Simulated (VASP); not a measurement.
# TiAl3 (I4/mmm) in VASP: single point with LDA

Aim: the single point of TiAl3 with LDA.

All numbers are computed with VASP 6.6.1; they aren't measurements. Logs are shortened: lines on timing, memory, paths and dates and some standing lists are left out, and cuts for length are marked.

**1. The cell of the first run**

It takes space group I4/mmm (No. 139, tetragonal). The conventional cell has a = 3.779 Å, b = 3.779 Å, c = 8.484 Å, α = 90.00°, β = 90.00°, γ = 90.00°. Within 3.5 Å of Ti (site symmetry 4/mmm) lie 12 Al at 2.67 to 2.84 Å. Within 3.5 Å of Al (site symmetry 4/mmm) lie 4 Ti at 2.67 Å and 8 Al at 2.84 Å. Within 3.5 Å of Al (site symmetry -4m2) lie 8 Al at 2.67 to 2.84 Å and 4 Ti at 2.84 Å.

**2. Single point, LDA**

File INCAR:

```
PREC = Accurate ; ENCUT = 520
EDIFF = 1E-7 ; ISMEAR = 0
SIGMA = 0.1 ; LREAL = F
LASPH = T ; NELM = 100
ALGO = Fast ; ISIF = 2
LWAVE = F ; LCHARG = F
NBANDS = 18
```

File KPOINTS:

```
regular mesh
0
Gamma
  16 16 16
```

File POSCAR:

```
TiAl3
1.0
   -1.8894103930      1.8894103930      4.2418855268
    1.8894103930     -1.8894103930      4.2418855268
    1.8894103930      1.8894103930     -4.2418855268
Ti Al
1 3
Direct
    0.0000000000      0.0000000000      0.0000000000
    0.5000000000      0.5000000000      0.0000000000
    0.7500000000      0.2500000000      0.5000000000
    0.2500000000      0.7500000000      0.5000000000
```

Potentials or basis: VASP PAW LDA potentials, release 64 (Ti_sv, Al).

On the command line:

```bash
$ cat potpaw_LDA.64/Ti_sv/POTCAR potpaw_LDA.64/Al/POTCAR > POTCAR
$ mpirun -np 1 vasp_std > vasp.out
```

OUTCAR:

```text
PREC = Accurate
   ENCUT = 520
   EDIFF = 1E-7
   ISMEAR = 0
   LREAL = F
   LASPH = T
   NELM = 100
   ISIF = 2

 ion  position               nearest neighbor table
   1  0.000  0.000  0.000-   2 2.67   2 2.67   2 2.67   2 2.67   4 2.84   3 2.84   4 2.84   4 2.84
                             3 2.84   3 2.84   4 2.84   3 2.84
   2  0.500  0.500  0.000-   1 2.67   1 2.67   1 2.67   1 2.67   4 2.84   3 2.84   4 2.84   3 2.84
                             4 2.84   4 2.84   3 2.84   3 2.84
   3  0.750  0.250  0.500-   4 2.67   4 2.67   4 2.67   4 2.67   2 2.84   1 2.84   2 2.84   1 2.84
                             2 2.84   2 2.84   1 2.84   1 2.84
   4  0.250  0.750  0.500-   3 2.67   3 2.67   3 2.67   3 2.67   2 2.84   1 2.84   2 2.84   2 2.84
                             1 2.84   1 2.84   2 2.84   1 2.84

  LATTYP: Found a body centered tetragonal cell.
 ALAT       =     3.7788207860
 C/A-ratio  =     2.2450842562

  Lattice vectors:

 A1 = (  -1.8894103930,   1.8894103930,   4.2418855268)
 A2 = (   1.8894103930,  -1.8894103930,   4.2418855268)
 A3 = (   1.8894103930,   1.8894103930,  -4.2418855268)

Analysis of symmetry for initial positions (statically):
=====================================================================
 Subroutine PRICEL returns:
 Original cell was already a primitive cell.

 Routine SETGRP: Setting up the symmetry group for a
 body centered tetragonal supercell.

 Subroutine GETGRP returns: Found 16 space group operations
 (whereof 16 operations were pure point group operations)
 out of a pool of 16 trial point group operations.

The static configuration has the point symmetry D_4h.

Analysis of symmetry for dynamics (positions and initial velocities):
=====================================================================
 Subroutine PRICEL returns:
 Original cell was already a primitive cell.

 Routine SETGRP: Setting up the symmetry group for a
 body centered tetragonal supercell.

 Subroutine GETGRP returns: Found 16 space group operations
 (whereof 16 operations were pure point group operations)
 out of a pool of 16 trial point group operations.

The dynamic configuration has the point symmetry D_4h.

 Subroutine INISYM returns: Found 16 space group operations
 (whereof 16 operations are pure point group operations),
 and found     1 'primitive' translations

----------------------------------------------------------------------------------------

[... 97 lines left out ...]
   LREAL  =      F    real-space projection
   EDIFFG = 0.1E-05   stopping-criterion for IOM
   NSW    =      0    number of steps for IOM
   IBRION =     -1    ionic relax: 0-MD 1-quasi-New 2-CG
   NFREE  =      0    steps in history (QN), initial steepest desc. (CG)
   ISIF   =      2    stress and relaxation
   ISYM   =      2    0-nonsym 1-usesym 2-fastsym
   POTIM  = 0.5000    time-step for ionic-motion
   TEBEG  =    0.0;   TEEND  =   0.0 temperature during run
   PSTRESS=    0.0 pullay stress
   NELECT =      21.0000    total number of electrons
   NUPDOWN=      -1.0000    fix difference up-down
   EMIN   =  10.00;   EMAX   =-10.00  energy-range for DOS
   EFERMI =   0.00;   METHOD = LEGACY
   ISMEAR =     0;   SIGMA  =   0.10  broadening in eV -4-tet -1-fermi 0-gaus
   EFERMI_NEDOS =   21; number of points for ismear=-14 and -15
   IALGO  =     68    algorithm
   IMIX   =      4    mixing-type and parameters
     AMIX     =   0.40;   BMIX     =  1.00
     AMIX_MAG =   1.60;   BMIX_MAG =  1.00
  volume/ion in A,a.u.               =      15.14       102.19
  Fermi-wavevector in a.u.,A,eV,Ry     =   1.150069  2.173316 17.995880  1.322660
  Thomas-Fermi vector in A             =   2.286736
   LORBIT       =      0    0 simple, 1 ext, 2 COOP (PROOUT), +10 PAW based schemes
   GGA     = CA    functional components
   LHFCALC =     F    Hartree Fock is set to
   AEXX    =    0.0000 exact exchange contribution
   IVDW    =     0    specifies the selected vdW correction
   LEPSILON=     F    determine dielectric tensor
   LRPA    =     F    only Hartree local field effects (RPA)
 non-spin polarized calculation
 RMM-DIIS sequential band-by-band and
 Gauss-broadening in eV      SIGMA  =   0.10
  energy-cutoff  :      520.00
  volume of cell :       60.57
 maximum number of plane-waves:      1645
 NGX is ok and might be reduce to    40
   NGX = 19   NGY = 19   NGZ = 19

 number of electron      21.0000000 magnetization

 Free energy of the ion-electron system (eV)
  ---------------------------------------------------
  ext. energy  EPLUGINS =         0.00000000
  ---------------------------------------------------
  free energy    TOTEN  =       -22.79862821 eV

  energy without entropy =      -22.79025901  energy(sigma->0) =      -22.79444361

 E-fermi :   8.4593     XC(G=0): -11.1166

 val. band max:        8.4503764688   @ k =  -0.3750  -0.3750   0.1875
 cond. band min:       8.4649887202   @ k =  -0.0625   0.1250   0.0625
 fundamental gap:      0.0146122514
 Fermi energy:         8.4592739298

 k-point     1 :       0.0000    0.0000    0.0000
  band No.  band energies     occupation
      1     -47.1892      2.00000
      2     -23.9026      2.00000
      3     -23.9026      2.00000
      4     -23.8236      2.00000
      5      -1.7809      2.00000
      6       5.5469      2.00000
[... 481 lines left out ...]
      5      -1.6972      2.00000
      6       5.6183      2.00000
[... 10 lines left out ...]
     17      12.5664      0.00000
     18      12.8253      0.00000

 [... further k-points ...]

------------------------ aborting loop because EDIFF is reached ----------------------------------------

  FORCE on cell =-STRESS in cart. coord.  units (eV):
  Direction    XX          YY          ZZ          XY          YZ          ZX
  --------------------------------------------------------------------------------------
  -------------------------------------------------------------------------------------
  Total        0.0625587      0.0625587      0.0630317      0.0000000      0.0000000      0.0000000
  in kB        1.6547285      1.6547285      1.6672407      0.0000000      0.0000000      0.0000000
  external PRESSURE =       1.6588992 kB  Pullay stress =       0.0000000 kB

 VOLUME and BASIS-vectors are now :
 -----------------------------------------------------------------------------
  energy-cutoff  :      520.00
  volume of cell :       60.57
      direct lattice vectors                 reciprocal lattice vectors
    -1.889410393  1.889410393  4.241885527     0.000000000  0.264632820  0.117872111
     1.889410393 -1.889410393  4.241885527     0.264632820  0.000000000  0.117872111
     1.889410393  1.889410393 -4.241885527     0.264632820  0.264632820  0.000000000

 POSITION                                       TOTAL-FORCE (eV/Angst)
 -----------------------------------------------------------------------------------
      0.00000      0.00000      0.00000         0.000000     -0.000000      0.000000
      0.00000      0.00000      4.24189         0.000000     -0.000000      0.000000
      0.00000      1.88941      2.12094        -0.000000     -0.000000     -0.000000
      1.88941      0.00000      2.12094        -0.000000      0.000000      0.000000
 -----------------------------------------------------------------------------------
    total drift:                                0.000000     -0.000000     -0.000000

  FREE ENERGIE OF THE ION-ELECTRON SYSTEM (eV)
  ---------------------------------------------------
  free  energy   TOTEN  =       -22.7986282087 eV

  energy  without entropy=      -22.7902590125  energy(sigma->0) =      -22.79444361
```

OSZICAR:

```text
N       E                     dE             d eps       ncg     rms          rms(c)
DAV:   1     0.121543130574E+03    0.12154E+03   -0.92130E+03 12564   0.108E+03
DAV:   2    -0.161233946833E+02   -0.13767E+03   -0.13415E+03 12758   0.286E+02
DAV:   3    -0.244833650537E+02   -0.83600E+01   -0.81736E+01 19550   0.656E+01
[... 32 lines left out ...]
RMM:  36    -0.227986279227E+02   -0.10771E-06   -0.13195E-06 11947   0.279E-03    0.657E-03
RMM:  37    -0.227986279953E+02   -0.72547E-07   -0.13965E-06 14186   0.364E-03    0.506E-03
RMM:  38    -0.227986280639E+02   -0.68615E-07   -0.10753E-06 13441   0.373E-03    0.391E-03
RMM:  39    -0.227986281465E+02   -0.82597E-07   -0.10639E-06 13087   0.306E-03    0.323E-03
RMM:  40    -0.227986282087E+02   -0.62181E-07   -0.76542E-07 11321   0.265E-03
   1 F= -.22798628E+02 E0= -.22794444E+02  d E =-.836920E-02
```

Run time: 28 min. Hardware: 1 thread of Intel Xeon Platinum 8259CL at 2.50GHz (Skylake/Cascade Lake), shared host; peak memory 0.49 GiB.

What came out:

```yaml
Free_energy: -22.7986 eV
Pressure: 0.2 GPa
Band_gap_on_the_k_mesh: zero (an odd number of electrons rules out a gap without spin polarisation)
```

Levels at points of the mesh, in eV from the Fermi level:
```
           k point  band 8  band 9  band 10  band 11  band 12  band 13  band 14  band 15
(0.00, 0.00, 0.00)   -1.48   -1.25    -1.25     0.86     1.86     1.86     2.32     2.62
(0.50, 0.00, 0.00)   -2.93   -1.07    -0.29     0.51     1.86     2.17     2.81     3.29
(0.50, 0.50, 0.00)   -3.80   -2.66    -2.21    -1.03     1.84     1.99     2.78     2.95
(0.50, 0.50, 0.50)   -0.87   -0.87    -0.24     0.71     0.71     0.99     3.16     4.97
```
